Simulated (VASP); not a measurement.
Set up this calculation in VASP 6.6.1, as the native input.

```
Task                   : single point
Functional             : r2SCAN
Potentials or basis    : VASP PAW PBE potentials, release 64 (C)
Cutoff                 : 520 eV
k mesh                 : 12 × 12 × 12
Occupations            : gaussian, width 0.05 eV
Spin                   : no spin polarisation
Dipole correction      : no
Further INCAR settings : ALGO = Normal; EDIFF = 1e-07; NBANDS = 11
```

C:

```
C
1.0
     1.28943    0.74445    3.26334
    -1.28943    0.74445    3.26334
     0.00000   -1.48890    3.26334
C
2
Direct
  0.16400 0.16400 0.16400
  0.83600 0.83600 0.83600
```

This cell differs from its parent crystal: strain +0.050 along x and y, -0.025 along z.

The input as run:

POSCAR

```
C
1.0
    1.2894276638      0.7444514088      3.2633355684
   -1.2894276638      0.7444514088      3.2633355684
    0.0000000000     -1.4889028176      3.2633355684
C
2
Direct
    0.1640000000      0.1640000000      0.1640000000
    0.8360000000      0.8360000000      0.8360000000
```

INCAR.step1

```
SYSTEM = C
ALGO     = Normal         ! electronic algorithm
EDIFF    = 1E-4           ! SCF threshold, eV
ENCUT    = 520            ! plane-wave cutoff, eV
GGA      = PE             ! functional
ISMEAR   = 0              ! smearing method
LASPH    = .TRUE.         ! aspherical terms in the spheres
LCHARG   = .FALSE.        ! write CHGCAR
LREAL    = .FALSE.        ! projectors in reciprocal space
LWAVE    = .TRUE.         ! write WAVECAR
NBANDS   = 11             ! bands
NELM     = 60             ! most SCF steps
PREC     = Accurate       ! precision mode
SIGMA    = 0.05           ! smearing width, eV
```

INCAR.step2

```
SYSTEM = C
ALGO     = Normal         ! electronic algorithm
EDIFF    = 1E-7           ! SCF threshold, eV
ENCUT    = 520            ! plane-wave cutoff, eV
ISIF     = 2              ! what is computed and relaxed
ISMEAR   = 0              ! smearing method
ISTART   = 1            
LASPH    = .TRUE.         ! aspherical terms in the spheres
LCHARG   = .FALSE.        ! write CHGCAR
LMIXTAU  = .TRUE.       
LREAL    = .FALSE.        ! projectors in reciprocal space
LWAVE    = .FALSE.        ! write WAVECAR
METAGGA  = R2SCAN         ! meta-GGA
NBANDS   = 11             ! bands
NELM     = 60             ! most SCF steps
PREC     = Accurate       ! precision mode
SIGMA    = 0.05           ! smearing width, eV
```

KPOINTS

```
k-points
0
G
  12 12 12
  0 0 0
```

Potentials or basis: VASP PAW PBE potentials, release 64 (C).

The run is started by

```bash
$ cat potpaw_PBE.64/C/POTCAR > POTCAR
$ cp INCAR.step1 INCAR
$ mpirun -np 1 vasp_std > vasp.out
$ cp INCAR.step2 INCAR
$ mpirun -np 1 vasp_std > vasp.out
```

Results of the run:

```json
{"Pressure": "-33.4 GPa", "Largest force": "0.828 eV/Å", "Band gap on the k mesh": "0.95 eV, direct"}
```

Caveat: the cell differs from its parent crystal (strain +0.050 along x and y, -0.025 along z); the PAW data sets were made with another functional, which shifts forces and pressure a little.

Run time: 3.8 min on 1 thread of Intel(R) Xeon(R) Platinum 8259CL CPU @ 2.50GHz (Skylake/Cascade Lake) (shared host), peak memory 0.17 GiB.
